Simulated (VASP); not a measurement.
InSb3, 4 atoms in the cell. The structure is trigonal, space group R-3m (No. 166). The conventional cell has a = 7.023 Å, b = 7.023 Å, c = 8.310 Å, α = 90.00°, β = 90.00°, γ = 120.00°. In (site symmetry -3m) has 12 Sb at 3.43 to 3.51 Å within 4.5 Å. Within 4.5 Å of Sb (site symmetry 2/m) lie 4 In at 3.43 to 3.51 Å and 8 Sb at 3.43 to 3.51 Å. 

```yaml
Program: VASP 6.6.1
Task: single point
Functional: PBE
Potentials_or_basis: VASP PAW PBE potentials, release 64 (In_d, Sb)
Cutoff: 520 eV
k_mesh: 8 × 8 × 8
Occupations: gaussian, width 0.15 eV
Spin: no spin polarisation
Dipole_correction: no
Further_INCAR_settings: ALGO = Normal; EDIFF = 1e-06; NBANDS = 22
```

Potentials or basis: VASP PAW PBE potentials, release 64 (In_d, Sb).

Launch:

```sh
$ cat potpaw_PBE.64/In_d/POTCAR potpaw_PBE.64/Sb/POTCAR > POTCAR
$ mpirun -np 1 vasp_std > vasp.out
```

Hardware: 1 thread of Intel Xeon 8259CL, with other jobs on the host.

Problem. How long does it take, and how much memory?

Solution. It took 3.4 min on 1 thread of Intel Xeon 8259CL, on a shared host, peak memory 0.34 GiB. Counts: scf iterations 10, k points 65.
